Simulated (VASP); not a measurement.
Set up this calculation in VASP 6.6.1, as the native input.

```yaml
Task: single point
Functional: PBE
Potentials_or_basis: VASP PAW PBE potentials, release 64 (Ga_d, C)
Cutoff: 520 eV
k_mesh: 7 × 7 × 7
Occupations: methfessel-paxton, width 0.1 eV
Spin: no spin polarisation
Dipole_correction: no
Further_INCAR_settings: ALGO = Normal; EDIFF = 1e-06; NBANDS = 20
```

The structure of GaC3 lies in POSCAR:

```
GaC3
1.0
    3.3035510198      0.0000000000      0.0000000000
    0.0000000000      3.3035510198      0.0000000000
    0.0000000000      0.0000000000      3.3035510198
Ga C
1 3
Direct
    0.0000000000      0.0000000000      0.0000000000
    0.0000000000      0.5000000000      0.5000000000
    0.5000000000      0.0000000000      0.5000000000
    0.5000000000      0.5000000000      0.0000000000
```

One way to write it, as run:

INCAR

```
SYSTEM = GaC3
ALGO = Normal
EDIFF = 1E-6
ENCUT = 520
GGA = PE
ISIF = 2
ISMEAR = 1
LASPH = .TRUE.
LCHARG = .FALSE.
LREAL = .FALSE.
LWAVE = .FALSE.
NBANDS = 20
NELM = 100
PREC = Accurate
SIGMA = 0.1
```

KPOINTS

```
k-points
0
G
  7 7 7
  0 0 0
```

Potentials or basis: VASP PAW PBE potentials, release 64 (Ga_d, C).

Command:

```bash
$ cat potpaw_PBE.64/Ga_d/POTCAR potpaw_PBE.64/C/POTCAR > POTCAR
$ mpirun -np 1 vasp_std > vasp.out
```

Results of the run:

The pressure is 4.3 GPa.

Run time: 17 s on 1 thread of AMD EPYC 7R13 (shared host), peak memory 0.13 GiB.
